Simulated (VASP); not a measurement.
# Fe (Fmmm) in VASP: settings compared

The runs below take Fe through single point, with PBEsol, LDA.

Everything below comes from runs of VASP 6.6.1. Logs are shortened: lines on timing, memory, paths and dates and some standing lists are left out, and cuts for length are marked.

### 1 The cell of the first run

The structure is orthorhombic, space group Fmmm (No. 69). The conventional cell has a = 2.997 Å, b = 3.852 Å, c = 3.883 Å, α = 90.00°, β = 90.00°, γ = 90.00°. Within 3.2 Å of Fe (site symmetry mmm) lie 14 Fe at 2.44 to 3.00 Å.

### 2 Single point, PBEsol, collinear spin, ferromagnetic start

The input, INCAR:

```
SYSTEM = Fe
PREC = Accurate ; ENCUT = 520
EDIFF = 1E-7 ; ISMEAR = -1
SIGMA = 0.05 ; LREAL = .FALSE.
LASPH = .TRUE. ; NELM = 150
ALGO = Normal ; ISIF = 2
LWAVE = .FALSE. ; LCHARG = .TRUE.
ISPIN = 2 ; MAGMOM = 3
LORBIT = 11 ; LMAXMIX = 4
GGA = PS ; LELF = .TRUE.
LVHAR = .TRUE. ; NBANDS = 14
```

The input, KPOINTS:

```
Automatic mesh
0
G
  13 13 13
  0 0 0
```

The input, POSCAR:

```
Fe
1.0
    0.0000000000      1.9417396906      1.9258030591
    1.4984397099      0.0000000000      1.9258030591
    1.4984397099      1.9417396906      0.0000000000
Fe
1
Direct
    0.0000000000      0.0000000000      0.0000000000
```

Potentials or basis: VASP PAW PBE potentials, release 64 (Fe).

Started as:

```bash
$ cat potpaw_PBE.64/Fe/POTCAR > POTCAR
$ mpirun -np 1 vasp_std > vasp.out
```

OUTCAR:

```text
SYSTEM = Fe
   PREC = Accurate
   ENCUT = 520
   EDIFF = 1E-7
   ISMEAR = -1
   LREAL = .FALSE.
   LASPH = .TRUE.
   NELM = 150
   ISIF = 2
   ISPIN = 2
   LORBIT = 11
   GGA = PS

 ion  position               nearest neighbor table
   1  0.000  0.000  0.000-

  LATTYP: Found a face centered orthorhombic cell.
 ALAT       =     2.9968794198
 B/A-ratio  =     1.2852055684
 C/A-ratio  =     1.2958410524

  Lattice vectors:

 A1 = (   0.0000000000,   1.9417396906,  -1.9258030591)
 A2 = (   1.4984397099,   1.9417396906,   0.0000000000)
 A3 = (   1.4984397099,   0.0000000000,  -1.9258030591)

Analysis of symmetry for initial positions (statically):
=====================================================================
 Subroutine PRICEL returns:
 Original cell was already a primitive cell.

 Routine SETGRP: Setting up the symmetry group for a
 face centered orthorhombic supercell.

 Subroutine GETGRP returns: Found  8 space group operations
 (whereof  8 operations were pure point group operations)
 out of a pool of  8 trial point group operations.

The static configuration has the point symmetry D_2h.

Analysis of symmetry for dynamics (positions and initial velocities):
=====================================================================
 Subroutine PRICEL returns:
 Original cell was already a primitive cell.

 Routine SETGRP: Setting up the symmetry group for a
 face centered orthorhombic supercell.

 Subroutine GETGRP returns: Found  8 space group operations
 (whereof  8 operations were pure point group operations)
 out of a pool of  8 trial point group operations.

The dynamic configuration has the point symmetry D_2h.

Analysis of structural, dynamic, and magnetic symmetry:
=====================================================================
 Subroutine PRICEL returns:
 Original cell was already a primitive cell.

 Routine SETGRP: Setting up the symmetry group for a
 face centered orthorhombic supercell.

 Subroutine GETGRP returns: Found  8 space group operations
 (whereof  8 operations were pure point group operations)
 out of a pool of  8 trial point group operations.

The overall configuration has the point symmetry D_2h.

 Subroutine INISYM returns: Found  8 space group operations
 (whereof  8 operations are pure point group operations),
 and found     1 'primitive' translations

----------------------------------------------------------------------------------------

                                     Primitive cell

  volume of cell :      11.2066

  direct lattice vectors                    reciprocal lattice vectors
     0.000000000  1.941739691  1.925803059    -0.333680426  0.257501045  0.259631948
     1.498439710  0.000000000  1.925803059     0.333680426 -0.257501045  0.259631948
[... 120 lines left out ...]
 number of electron       8.0000001 magnetization       2.1670811

 Free energy of the ion-electron system (eV)
  ---------------------------------------------------
  ext. energy  EPLUGINS =         0.00000000
  ---------------------------------------------------
  free energy    TOTEN  =        -8.88880612 eV

  energy without entropy =       -8.87962332  energy(sigma->0) =       -8.88421472

 E-fermi :   5.8548     XC(G=0): -13.3548

 val. band max:        5.8536676970   @ k =  -0.4615   0.4615   0.0000
 cond. band min:       5.8589474157   @ k =   0.4615   0.0769   0.0769
 fundamental gap:      0.0052797187
 Fermi energy:         5.8548358361

 spin component 1

 k-point     1 :       0.0000    0.0000    0.0000
  band No.  band energies     occupation
      1      -2.7957      1.00000
      2       3.3302      1.00000
      3       3.3968      1.00000
      4       3.8110      1.00000
      5       4.4862      1.00000
      6       4.9380      1.00000
      7      29.6578      0.00000
      8      31.3847      0.00000
      9      31.5652      0.00000
     10      35.5651      0.00000
     11      36.7420      0.00000
     12      36.8682      0.00000
     13      37.4369      0.00000
     14      37.5004      0.00000
[... 379 lines left out ...]
      3       3.3871      1.00000
      4       4.4887      1.00000
      5       5.3105      0.99998
      6       7.1992      0.00000
      7      15.5819      0.00000
      8      21.9700      0.00000
      9      26.0065      0.00000
     10      31.6650      0.00000
     11      35.0992      0.00000
     12      38.9826      0.00000
     13      44.7969      0.00000
     14      46.7987      0.00000

 [... further k-points ...]

 spin component 2

 k-point     1 :       0.0000    0.0000    0.0000
  band No.  band energies     occupation
      1      -2.5290      1.00000
      2       5.1596      1.00000
      3       5.2601      0.99999
      4       5.8465      0.54140
      5       6.9800      0.00000
      6       7.6549      0.00000
      7      29.5535      0.00000
      8      31.3445      0.00000
      9      31.5474      0.00000
     10      36.0292      0.00000
     11      36.8849      0.00000
     12      37.8491      0.00000
     13      38.1533      0.00000
     14      38.2151      0.00000
[... 379 lines left out ...]
      3       4.7249      1.00000
      4       6.8431      0.00000
      5       7.8404      0.00000
      6       8.9551      0.00000
      7      16.6108      0.00000
      8      22.5709      0.00000
      9      26.5790      0.00000
     10      31.9812      0.00000
     11      35.5852      0.00000
     12      39.5456      0.00000
     13      45.0688      0.00000
     14      47.4397      0.00000

 [... further k-points ...]
[... 5 lines left out ...]
  --------------------------------------------------------------------------------------
  -------------------------------------------------------------------------------------
  Total       -0.8862998     -0.2753358     -0.1994524      0.0000000      0.0000000      0.0000000
  in kB     -126.7123955    -39.3641736    -28.5152783      0.0000000      0.0000000      0.0000000
  external PRESSURE =     -64.8639492 kB  Pullay stress =       0.0000000 kB

 VOLUME and BASIS-vectors are now :
 -----------------------------------------------------------------------------
  energy-cutoff  :      520.00
  volume of cell :       11.21
      direct lattice vectors                 reciprocal lattice vectors
     0.000000000  1.941739691  1.925803059    -0.333680426  0.257501045  0.259631948
     1.498439710  0.000000000  1.925803059     0.333680426 -0.257501045  0.259631948
     1.498439710  1.941739691  0.000000000     0.333680426  0.257501045 -0.259631948

 POSITION                                       TOTAL-FORCE (eV/Angst)
 -----------------------------------------------------------------------------------
      0.00000      0.00000      0.00000         0.000000      0.000000      0.000000
 -----------------------------------------------------------------------------------
    total drift:                                0.000000     -0.000000      0.000000

  FREE ENERGIE OF THE ION-ELECTRON SYSTEM (eV)
  ---------------------------------------------------
  free  energy   TOTEN  =        -8.8888061209 eV

  energy  without entropy=       -8.8796233182  energy(sigma->0) =       -8.88421472

 total charge

# of ion       s       p       d       tot
------------------------------------------
    1        0.496   0.557   6.249   7.302

 magnetization (x)

# of ion       s       p       d       tot
------------------------------------------
    1       -0.014  -0.048   2.215   2.153
```

stdout:

```text
POSCAR found type information on POSCAR Fe
 POSCAR found :  1 types and       1 ions
 scaLAPACK will be used
 -----------------------------------------------------------------------------
|                                                                             |
|                                                                             |
|     You enforced a specific xc type in the INCAR file but a different       |
|     I HOPE YOU KNOW WHAT YOU ARE DOING!                                     |
|                                                                             |
 -----------------------------------------------------------------------------

 LDA part: xc-table for (Slater+PW92), standard interpolation
 POSCAR, INCAR and KPOINTS ok, starting setup
 FFT: planning ... GRIDC
 FFT: planning ... GRID_SOFT
 FFT: planning ... GRID
 WAVECAR not read
 entering main loop
```

Run time: 93 s. Hardware: 1 thread of Intel Xeon Platinum 8259CL at 2.50GHz (Skylake/Cascade Lake), shared host; peak memory 0.19 GiB.

Results:

* Free energy: -8.8888 eV
* Pressure: -6.5 GPa
* Net moment: 2.17 μB per cell
* Site moments: Fe +2.15 μB
* Valence electrons inside the program's atomic spheres: Fe 7.30

Stress tensor (GPa, compression positive):
```
-12.67   0.00   0.00
  0.00  -3.94   0.00
  0.00   0.00  -2.85
```

Caveat: the PAW data sets were made with another functional, which shifts forces and pressure a little.

### 3 Single point, LDA, collinear spin, ferromagnetic start (volume scaled by 0.94)

The input, INCAR:

```
SYSTEM = Fe
ALGO = Normal
EDIFF = 1E-7
ENCUT = 520
ISIF = 2
ISMEAR = -1
ISPIN = 2
LASPH = .True.
LCHARG = .True.
LELF = .True.
LMAXMIX = 4
LORBIT = 11
LREAL = .False.
LVHAR = .True.
LWAVE = .False.
MAGMOM = 3
NBANDS = 14
NELM = 150
PREC = Accurate
SIGMA = 0.05
```

The input, KPOINTS:

```
k-points
0
Gamma
  13 13 13
  0 0 0
```

The input, POSCAR:

```
Fe
1.0
    0.0000000000      1.9021012277      1.9249897192
    1.4678507246      0.0000000000      1.9249897192
    1.4678507246      1.9021012277      0.0000000000
Fe
1
Direct
    0.0000000000      0.0000000000      0.0000000000
```

Potentials or basis: VASP PAW LDA potentials, release 64 (Fe).

Started as:

```bash
$ cat potpaw_LDA.64/Fe/POTCAR > POTCAR
$ mpirun -np 1 vasp_std > vasp.out
```

OUTCAR:

```text
SYSTEM = Fe
   EDIFF = 1E-7
   ENCUT = 520
   ISIF = 2
   ISMEAR = -1
   ISPIN = 2
   LASPH = .True.
   LORBIT = 11
   LREAL = .False.
   NELM = 150
   PREC = Accurate

 ion  position               nearest neighbor table
   1  0.000  0.000  0.000-

  LATTYP: Found a face centered orthorhombic cell.
 ALAT       =     2.9357014492
 B/A-ratio  =     1.2958410524
 C/A-ratio  =     1.3114342535

  Lattice vectors:

 A1 = (   0.0000000000,   1.9021012277,   1.9249897192)
 A2 = (   1.4678507246,   0.0000000000,   1.9249897192)
 A3 = (   1.4678507246,   1.9021012277,   0.0000000000)

Analysis of symmetry for initial positions (statically):
=====================================================================
 Subroutine PRICEL returns:
 Original cell was already a primitive cell.

 Routine SETGRP: Setting up the symmetry group for a
 face centered orthorhombic supercell.

 Subroutine GETGRP returns: Found  8 space group operations
 (whereof  8 operations were pure point group operations)
 out of a pool of  8 trial point group operations.

The static configuration has the point symmetry D_2h.
[... 596 lines left out ...]
      2       5.3083      1.00000
      3       5.4464      1.00000
      4       5.9493      0.99967
      5       7.1595      0.00000
      6       7.7576      0.00000
      7      30.7212      0.00000
      8      32.3117      0.00000
      9      32.6166      0.00000
     10      37.3317      0.00000
     11      38.1522      0.00000
     12      39.3173      0.00000
     13      39.5460      0.00000
     14      39.6454      0.00000
[... 379 lines left out ...]
      3       4.9982      1.00000
      4       7.0450      0.00000
      5       8.0167      0.00000
      6       9.3300      0.00000
      7      17.5564      0.00000
      8      23.1376      0.00000
      9      27.8888      0.00000
     10      33.3849      0.00000
     11      36.9835      0.00000
     12      40.6805      0.00000
     13      46.7741      0.00000
     14      48.8825      0.00000

 [... further k-points ...]
[... 5 lines left out ...]
  --------------------------------------------------------------------------------------
  -------------------------------------------------------------------------------------
  Total       -1.0313389     -0.2421293     -0.3942190      0.0000000      0.0000000      0.0000000
  in kB     -153.7227133    -36.0897662    -58.7589719      0.0000000      0.0000000      0.0000000
  external PRESSURE =     -82.8571505 kB  Pullay stress =       0.0000000 kB

 VOLUME and BASIS-vectors are now :
 -----------------------------------------------------------------------------
  energy-cutoff  :      520.00
  volume of cell :       10.75
      direct lattice vectors                 reciprocal lattice vectors
     0.000000000  1.902101228  1.924989719    -0.340634093  0.262867187  0.259741647
     1.467850725  0.000000000  1.924989719     0.340634093 -0.262867187  0.259741647
     1.467850725  1.902101228  0.000000000     0.340634093  0.262867187 -0.259741647

 POSITION                                       TOTAL-FORCE (eV/Angst)
 -----------------------------------------------------------------------------------
      0.00000      0.00000      0.00000         0.000000      0.000000      0.000000
 -----------------------------------------------------------------------------------
    total drift:                                0.000000     -0.000000      0.000000

  FREE ENERGIE OF THE ION-ELECTRON SYSTEM (eV)
  ---------------------------------------------------
  free  energy   TOTEN  =        -9.1993503117 eV

  energy  without entropy=       -9.1909183771  energy(sigma->0) =       -9.19513434

 total charge

# of ion       s       p       d       tot
------------------------------------------
    1        0.513   0.586   6.301   7.399

 magnetization (x)

# of ion       s       p       d       tot
------------------------------------------
    1       -0.010  -0.033   2.013   1.970
```

OSZICAR:

```text
N       E                     dE             d eps       ncg     rms          rms(c)
DAV:   1     0.206372371535E+02    0.20637E+02   -0.37706E+03 21408   0.727E+02
DAV:   2    -0.935945520855E+01   -0.29997E+02   -0.27591E+02 20978   0.131E+02
DAV:   3    -0.102425916779E+02   -0.88314E+00   -0.87575E+00 23396   0.233E+01
DAV:   4    -0.102456152869E+02   -0.30236E-02   -0.30233E-02 22406   0.122E+00
DAV:   5    -0.102456312156E+02   -0.15929E-04   -0.15928E-04 23462   0.902E-02    0.126E+01
DAV:   6    -0.928524037138E+01    0.96039E+00   -0.94508E+00 25214   0.384E+01    0.490E+00
DAV:   7    -0.921992634003E+01    0.65314E-01   -0.50769E-01 23972   0.885E+00    0.303E+00
DAV:   8    -0.920858661223E+01    0.11340E-01   -0.45178E-03 23678   0.415E-01    0.122E+00
DAV:   9    -0.919961371064E+01    0.89729E-02   -0.60868E-03 26888   0.393E-01    0.244E-01
DAV:  10    -0.919933581397E+01    0.27790E-03   -0.16466E-04 24404   0.195E-01    0.545E-02
DAV:  11    -0.919934773864E+01   -0.11925E-04   -0.46145E-05 24456   0.626E-02    0.255E-02
DAV:  12    -0.919934944718E+01   -0.17085E-05   -0.11155E-06 23234   0.132E-02    0.111E-02
DAV:  13    -0.919935065025E+01   -0.12031E-05   -0.10147E-06 22934   0.636E-03    0.883E-03
DAV:  14    -0.919935033544E+01    0.31481E-06   -0.19681E-07 19024   0.437E-03    0.161E-03
DAV:  15    -0.919935031170E+01    0.23745E-07   -0.46223E-09 10234   0.714E-04
   1 F= -.91993503E+01 E0= -.91951343E+01  d E =-.843193E-02  mag=     2.0003
```

Wall time 96 s (1 thread of Intel Xeon Platinum 8259CL at 2.50GHz (Skylake/Cascade Lake), shared host); peak memory 0.18 GiB.

What came out:

- Free energy: -9.1994 eV
- Pressure: -8.3 GPa
- Band gap on the k mesh: zero (filled and empty bands overlap)
- Net moment: 2.00 μB per cell
- Site moments: Fe +1.97 μB
- Valence electrons inside the program's atomic spheres: Fe 7.40

Stress tensor (GPa, compression positive):
```
-15.37   0.00   0.00
  0.00  -3.61   0.00
  0.00   0.00  -5.88
```

Levels at points of the mesh, in eV from the Fermi level:
Spin up:
| k point | band 3 | band 4 | band 5 | band 6 | band 7 | band 8 |
| --- | --- | --- | --- | --- | --- | --- |
| (0.00, 0.00, 0.00) | -2.51 | -2.10 | -1.25 | -0.79 | 24.21 | 25.78 |
Spin down:
| k point | band 1 | band 2 | band 3 | band 4 | band 5 | band 6 |
| --- | --- | --- | --- | --- | --- | --- |
| (0.00, 0.00, 0.00) | -8.54 | -1.04 | -0.90 | -0.40 | 0.81 | 1.41 |

### 4 Single point, LDA, collinear spin, ferromagnetic start (volume scaled by 0.96)

The input, INCAR:

```
PREC     = Accurate       # precision mode
ENCUT    = 520            # plane-wave cutoff, eV
EDIFF    = 1E-6           # SCF threshold, eV
ISMEAR   = -1             # smearing method
SIGMA    = 0.05           # smearing width, eV
LREAL    = False          # projectors in reciprocal space
LASPH    = True           # aspherical terms in the spheres
NELM     = 150            # most SCF steps
ALGO     = Normal         # electronic algorithm
ISIF     = 2              # what is computed and relaxed
LWAVE    = False          # write WAVECAR
LCHARG   = True           # write CHGCAR
ISPIN    = 2              # spin polarisation
MAGMOM   = 3              # initial moments
LORBIT   = 11             # projections on sites
LMAXMIX  = 4              # l up to which the mixer works
LELF     = True           # ELF
LVHAR    = True         
NBANDS   = 14             # bands
```

The input, KPOINTS:

```
Automatic mesh
0
Gamma
  13 13 13
```

The input, POSCAR:

```
Fe
1.0
    0.0000000000      1.9154967481      1.9385464314
    1.4781880421      0.0000000000      1.9385464314
    1.4781880421      1.9154967481      0.0000000000
Fe
1
Direct
    0.0000000000      0.0000000000      0.0000000000
```

Started as:

```bash
$ cat potpaw_LDA.64/Fe/POTCAR > POTCAR
$ mpirun -np 1 vasp_std > vasp.out
```

Run time: 100 s. Hardware: 1 thread of Intel Xeon Platinum 8259CL at 2.50GHz (Skylake/Cascade Lake), shared host; peak memory 0.18 GiB.

Results (log left out):

| Quantity | Value |
| --- | --- |
| Free energy | -9.1844 eV |
| Pressure | -12.5 GPa |
| Band gap on the k mesh | zero (filled and empty bands overlap) |
| Net moment | 2.04 μB per cell |
| Site moments | Fe +2.01 μB |
| Valence electrons inside the program's atomic spheres | Fe 7.35 |

Stress tensor (GPa, compression positive):
```
-19.24   0.00   0.00
  0.00  -8.23   0.00
  0.00   0.00 -10.14
```

Levels at points of the mesh, in eV from the Fermi level:
Spin up:
| k point | band 3 | band 4 | band 5 | band 6 | band 7 | band 8 |
| --- | --- | --- | --- | --- | --- | --- |
| (0.00, 0.00, 0.00) | -2.46 | -2.06 | -1.23 | -0.80 | 24.03 | 25.57 |
Spin down:
| k point | band 1 | band 2 | band 3 | band 4 | band 5 | band 6 | band 7 | band 8 |
| --- | --- | --- | --- | --- | --- | --- | --- | --- |
| (0.00, 0.00, 0.00) | -8.41 | -0.95 | -0.82 | -0.33 | 0.85 | 1.43 | 24.19 | 25.75 |

[end of part 1 of 2]
